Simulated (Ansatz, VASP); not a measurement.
# ZrScF4 in VASP and in Ansatz

Contents of INCAR:

```
SYSTEM = ZrScF4
  ALGO = Normal
  EDIFF = 1E-6
  EDIFFG = -0.01
  ENCUT = 600
  GGA = PE
  IBRION = 2
  ISIF = 3
  ISMEAR = 0
  LASPH = .True.
  LCHARG = .False.
  LREAL = .False.
  LWAVE = .False.
  NELM = 80
  NSW = 100
  PREC = Accurate
  SIGMA = 0.1
```

KPOINTS

```
k-points
0
Gamma
  12 12 6
  0 0 0
```

File POSCAR:

```
ZrScF4
1.0
    3.4633136012      0.0000000000      0.0000000000
    0.0000000000      3.4633136012      0.0000000000
    0.0000000000      0.0000000000      6.3385452569
Zr Sc F
1 1 4
Direct
    0.5000000000      0.5000000000      0.5000000000
    0.0000000000      0.0000000000      0.0000000000
    0.5000000000      0.0000000000      0.2038798668
    0.0000000000      0.5000000000      0.7961201332
    0.5000000000      0.0000000000      0.7961201332
    0.0000000000      0.5000000000      0.2038798668
```

Input for Ansatz:

```yaml
crystal:
  lattice:
    - [3.4633136012, 0.0, 0.0]
    - [0.0, 3.4633136012, 0.0]
    - [0.0, 0.0, 6.3385452569]
  atoms:
    - { symbol: Zr, position: [0.5, 0.5, 0.5] }
    - { symbol: Sc, position: [0.0, 0.0, 0.0] }
    - { symbol: F, position: [0.5, 0.0, 0.2038798668] }
    - { symbol: F, position: [0.0, 0.5, 0.7961201332] }
    - { symbol: F, position: [0.5, 0.0, 0.7961201332] }
    - { symbol: F, position: [0.0, 0.5, 0.2038798668] }
basis:
  ecutwfc: 420
kpoints:
  mp_grid: { grid: [12, 12, 6] }
hamiltonian:
  xc: pbe
scf:
  occupations: { method: gaussian, width: 0.1 }
output:
  forces: true
  stress: true
  eigenvalues: true
  write_density: true
  write_potential: true
  elf: true
  volumetric_format: npy
relax:
  adjacent_minimum: "off"
  f_tol: 0.01
  max_steps: 80
  cell: { stress_tol: 0.05 }
```

Alike in both runs: task relaxation of cell and atoms; functional PBE; k mesh 12 × 12 × 6; occupations gaussian, width 0.1 eV; no spin polarisation.

```csv
,VASP,Ansatz
version,VASP 6.6.1,Ansatz 0.2.0
potentials or method,"VASP PAW PBE potentials, release 64 (Zr_sv, Sc_sv, F), cutoff 600 eV","scalar-relativistic, plane waves, PAW"
valence electrons in the cell,51,51
```

|  | VASP | Ansatz | Ansatz less VASP |
| --- | --- | --- | --- |
| gap on the k mesh at the Fermi level, each at its own relaxed structure (eV) | none | none | - |
| relaxed volume (Å³/atom) | 12.59 | 12.63 | +0.038 |
| relaxed cell length with the largest relative difference (Å) | 6.322 | 6.331 | +0.0094 |

A gap of «none» marks a metal or a gap that the smearing closes.
